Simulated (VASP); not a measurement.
Runs of VASP 6.6.1 on Ag. The structure is that of space group Im-3m (No. 229), or close to it. The cells are those of the table. 

```csv
cell,gap on the mesh (eV),pressure (GPa)
"a = 2.877 Å, angles 108.9, 109.7, 109.7°, 1 atom",none,-8.0
"a = 2.853 Å, angles 110.3, 109.1, 109.1°, 1 atom",none,-6.1
"a = 2.849 Å, angles 110.6, 108.9, 108.9°, 1 atom",none,-5.8
"a = 2.858 Å, angles 110.0, 109.2, 109.2°, 1 atom",none,-6.6
"a = 2.882 Å, angles 108.7, 109.9, 109.9°, 1 atom",none,(c)
"a = 2.863 Å, angles 109.7, 109.3, 109.3°, 1 atom",none,(b)
"a = 2.887 Å, angles 108.4, 110.0, 110.0°, 1 atom",none,-8.6
"a = 2.885 Å, angles 108.5, 109.9, 109.9°, 1 atom",none,(a)
```

Alike in all rows: task single point; level PBEsol; potentials or basis VASP PAW PBE potentials, release 64 (Ag); no spin polarisation; k mesh 20 × 20 × 20; cutoff (eV) 520; smearing gaussian 0.15 eV.

Task: Estimate the missing entries.

Result: (a) -8.5; (b) -6.9; (c) -8.3.

Caveats: the PAW data sets were made with another functional, which shifts forces and pressure a little.

A k mesh can miss the band edges, and the runs leave out spin-orbit coupling on Ag.

A gap of «none» marks levels without a gap at the run's occupations.
